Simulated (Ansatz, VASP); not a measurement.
**Rh in VASP and in Ansatz**

File POSCAR:

```
Rh
1.0
    0.0000000000      1.9015500000      1.9348271250
    1.9015500000      0.0000000000      1.9348271250
    1.9015500000      1.9015500000      0.0000000000
Rh
1
Direct
    0.0000000000      0.0000000000      0.0000000000
```

The input INCAR.step1:

```
ALGO     = Normal         # electronic algorithm
EDIFF    = 1E-4           # SCF threshold, eV
ENCUT    = 520            # plane-wave cutoff, eV
GGA      = PE             # functional
ISMEAR   = 0              # smearing method
LASPH    = True           # aspherical terms in the spheres
LCHARG   = False          # write CHGCAR
LREAL    = False          # projectors in reciprocal space
LWAVE    = True           # write WAVECAR
NBANDS   = 14             # bands
NELM     = 60             # most SCF steps
PREC     = Accurate       # precision mode
SIGMA    = 0.15           # smearing width, eV
```

INCAR.step2

```
ALGO     = Normal         # electronic algorithm
EDIFF    = 1E-6           # SCF threshold, eV
ENCUT    = 520            # plane-wave cutoff, eV
ISIF     = 2              # what is computed and relaxed
ISMEAR   = 0              # smearing method
ISTART   = 1            
LASPH    = True           # aspherical terms in the spheres
LCHARG   = True           # write CHGCAR
LELF     = True           # ELF
LMIXTAU  = True         
LREAL    = False          # projectors in reciprocal space
LVHAR    = True         
LWAVE    = False          # write WAVECAR
METAGGA  = R2SCAN         # meta-GGA
NBANDS   = 14             # bands
NELM     = 60             # most SCF steps
PREC     = Accurate       # precision mode
SIGMA    = 0.15           # smearing width, eV
```

The input KPOINTS:

```
k-points
0
Gamma
  22 22 22
```

Input for Ansatz:

```yaml
crystal:
  lattice:
    - [0.0, 1.90155, 1.934827125]
    - [1.90155, 0.0, 1.934827125]
    - [1.90155, 1.90155, 0.0]
  atoms:
    - { symbol: Rh, position: [0.0, 0.0, 0.0] }
basis:
  ecutwfc: 500
kpoints:
  mp_grid: { grid: [22, 22, 22] }
hamiltonian:
  xc: r2scan
scf:
  occupations: { method: gaussian, width: 0.15 }
output:
  forces: true
  stress: true
  eigenvalues: true
```

Change from the starting cell: strain +0.0175 x Voigt [0, 0, 1, 0, 0, 0], atoms carried along.

Alike in both runs: task single point; functional r2SCAN; k mesh 22 × 22 × 22; occupations gaussian, width 0.15 eV; no spin polarisation.

|  | VASP | Ansatz |
| --- | --- | --- |
| version | VASP 6.6.1 | Ansatz 0.2.0 |
| potentials or method | VASP PAW PBE potentials, release 64 (Rh_pv), cutoff 520 eV | scalar-relativistic, plane waves, PAW |
| valence electrons in the cell | 15 | 17 |

VASP gave:

- gap on the k mesh at the Fermi level (eV): none
- pressure (GPa): -4.1
- traceless stress, the component that is largest in VASP (GPa): -2.73

Q: Which values does Ansatz return?

A: gap on the k mesh at the Fermi level (eV): none; pressure (GPa): -5.2; traceless stress, the component that is largest in VASP (GPa): -2.71.

VASP's potentials were made for PBE, not for r2SCAN. A gap of «none» marks a metal or a gap that the smearing closes. With one functional, cell and mesh, what is left measures potentials, basis and numerics. VASP's potentials hold 15 valence electrons a cell and Ansatz's 17, so a difference there can come from the potentials and not from the codes.
